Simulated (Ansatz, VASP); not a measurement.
**One calculation of AgBr, two programs**

```
CELL_PARAMETERS angstrom
0.00000 2.83768 2.83768
2.83768 0.00000 2.83768
2.83768 2.83768 0.00000
ATOMIC_POSITIONS crystal
Ag 0.00000 0.00000 0.00000
Br 0.50000 0.50000 0.50000
```

Alike in both runs: task single point; functional PBEsol; k mesh 6 × 6 × 6; occupations gaussian, width 0.02 eV; no spin polarisation.

|  | VASP | Ansatz |
| --- | --- | --- |
| version | VASP 6.6.1 | Ansatz 0.2.0 |
| potentials or method | VASP PAW PBE potentials, release 64 (Ag, Br), cutoff 500 eV | scalar-relativistic, plane waves, PAW |
| valence electrons in the cell | 18 | 26 |

|  | VASP | Ansatz | Ansatz less VASP |
| --- | --- | --- | --- |
| gap on the k mesh at the Fermi level (eV) | 0.50 | 0.50 | 0.000 |
| least direct gap on the mesh (eV) | 2.57 | 2.57 | +0.001 |
| pressure (GPa) | 0.0 | 0.0 | +0.02 |

VASP's potentials were made for PBE, not for PBEsol. VASP's potentials hold 18 valence electrons a cell and Ansatz's 26, so a difference there can come from the potentials and not from the codes.
